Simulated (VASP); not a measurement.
WSe2: single point with RPBE

WSe2:

```
CELL_PARAMETERS angstrom
4.85234 -0.44430 0.32504
0.02896 4.02983 0.27231
-0.14837 -0.45424 6.38865
ATOMIC_POSITIONS crystal
W 0.01448 0.46204 0.34068
W 0.40391 0.50028 0.87871
Se 0.87784 0.89181 0.01253
Se 0.64907 0.90749 0.52975
Se 0.39395 0.99981 0.19442
Se 0.14532 0.97618 0.64210
```

```json
{
 "Program": "VASP 6.6.1",
 "Task": "single point",
 "Functional": "RPBE",
 "Potentials or basis": "VASP PAW PBE potentials, release 64 (W_sv, Se)",
 "Cutoff": "520 eV",
 "k mesh": "4 × 5 × 3, shifted",
 "Occupations": "fermi-dirac, width 0.1 eV",
 "Spin": "no spin polarisation"
}
```

| Property | Result |
| --- | --- |
| Pressure | -3.5 GPa |
| Largest force | 2.374 eV/Å |
| Band gap on the k mesh | zero (band 26 reaches 7.03 eV, above the bottom of band 27 at 6.66 eV) |

Forces on the atoms (eV/Å):
```
W    0.611  0.618 -1.045
W   -0.418  1.187  1.179
Se  -0.934 -2.068  0.699
Se   1.352 -1.124  0.103
Se  -1.250  0.835 -1.308
Se   0.638  0.553  0.373
```

Stress tensor (GPa, compression positive):
```
 11.04  -3.33   2.31
 -3.33 -19.82  -1.43
  2.31  -1.43  -1.86
```

Levels at points of the mesh, in eV from the Fermi level:
| k point | band 24 | band 25 | band 26 | band 27 | band 28 | band 29 |
| --- | --- | --- | --- | --- | --- | --- |
| (0.12, 0.10, 0.17) | -0.71 | -0.43 | -0.21 | -0.08 | 0.24 | 0.72 |

Wall time 52 s on 1 thread of Intel(R) Xeon(R) 6975P-C (Granite Rapids), on a shared host, peak memory 0.28 GiB.

Caveat: the PAW data sets were made with another functional, which shifts forces and pressure a little; spin-orbit coupling is left out, which moves the levels of the heavy elements.
